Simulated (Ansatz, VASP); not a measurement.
# One calculation of CaZrN, two programs

```
Ca Zr N
1.0
     3.13525    0.00000    0.00000
     0.00000    3.13525    0.00000
     0.00000    0.00000    7.38656
Ca Zr N
1 1 1
Direct
  0.50000 0.50000 0.00000
  0.50000 0.50000 0.50000
  0.00000 0.00000 0.50000
```

Alike in both runs: task relaxation of cell and atoms; functional PBE; k mesh 14 × 14 × 6; occupations gaussian, width 0.1 eV; no spin polarisation.

|  | VASP | Ansatz |
| --- | --- | --- |
| version | VASP 6.6.1 | Ansatz 0.2.0 |
| potentials or method | VASP PAW PBE potentials, release 64 (Ca_sv, Zr_sv, N), cutoff 600 eV | scalar-relativistic, plane waves, PAW |
| valence electrons in the cell | 27 | 27 |

VASP gave:

* gap on the k mesh at the Fermi level, each at its own relaxed structure (eV): none
* relaxed volume (Å³/atom): 23.92
* relaxed cell length with the largest relative difference (Å): 7.293

Q: Which values does Ansatz return?

A: gap on the k mesh at the Fermi level, each at its own relaxed structure (eV): none; relaxed volume (Å³/atom): 23.96; relaxed cell length with the largest relative difference (Å): 7.309.

A gap of «none» marks a metal or a gap that the smearing closes.
